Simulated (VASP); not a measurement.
Write the native input for VASP 6.6.1 that does the following.

```yaml
Task: single point
Functional: PBE
Potentials_or_basis: VASP PAW PBE potentials, release 64 (Ca_sv, Tl_d, Rh_pv)
Cutoff: 520 eV
k_mesh: 4 × 3 × 3
Occupations: gaussian, width 0.2 eV
Spin: no spin polarisation
Dipole_correction: no
Further_INCAR_settings: ALGO = Fast; EDIFF = 1e-07; NBANDS = 69
```

The structure of Ca3TlRh lies in POSCAR:

```
Ca3TlRh
1.0
    0.0000000000      0.0000000000      5.6684918021
    7.8544509705      0.0000000000      0.0000000000
   -3.9272254852      6.8021540733      0.0000000000
Ca Tl Rh
6 2 2
Direct
    0.7500000000      0.8231832515      0.6463665031
    0.7500000000      0.3536334969      0.1768167485
    0.7500000000      0.8231832515      0.1768167485
    0.2500000000      0.1768167485      0.3536334969
    0.2500000000      0.6463665031      0.8231832515
    0.2500000000      0.1768167485      0.8231832515
    0.2500000000      0.6666666667      0.3333333333
    0.7500000000      0.3333333333      0.6666666667
    0.0000000000      1.0000000000      1.0000000000
    0.5000000000      1.0000000000      1.0000000000
```

The input as run:

INCAR

```
SYSTEM = Ca3TlRh
ALGO = Fast ; EDIFF = 1E-7
ENCUT = 520 ; GGA = PE
ISIF = 2 ; ISMEAR = 0
LASPH = .True. ; LCHARG = .False.
LREAL = .False. ; LWAVE = .False.
NBANDS = 69 ; NELM = 100
PREC = Accurate ; SIGMA = 0.2
```

KPOINTS

```
k-points
0
Gamma
  4 3 3
  0 0 0
```

Potentials or basis: VASP PAW PBE potentials, release 64 (Ca_sv, Tl_d, Rh_pv).

Launch:

```bash
$ cat potpaw_PBE.64/Ca_sv/POTCAR potpaw_PBE.64/Tl_d/POTCAR potpaw_PBE.64/Rh_pv/POTCAR > POTCAR
$ mpirun -np 1 vasp_std > vasp.out
```

It gave:

```
Pressure               : 0.0 GPa
Largest force          : 0.015 eV/Å
Band gap on the k mesh : zero (bands 58 and 59 overlap by 0.44 eV)
```

Caveat: spin-orbit coupling is left out, which moves the levels of the heavy elements.

Run time: 21 min on 1 thread of Oxide Virtual Turin-like Processor, with other jobs on the host, peak memory 0.46 GiB.
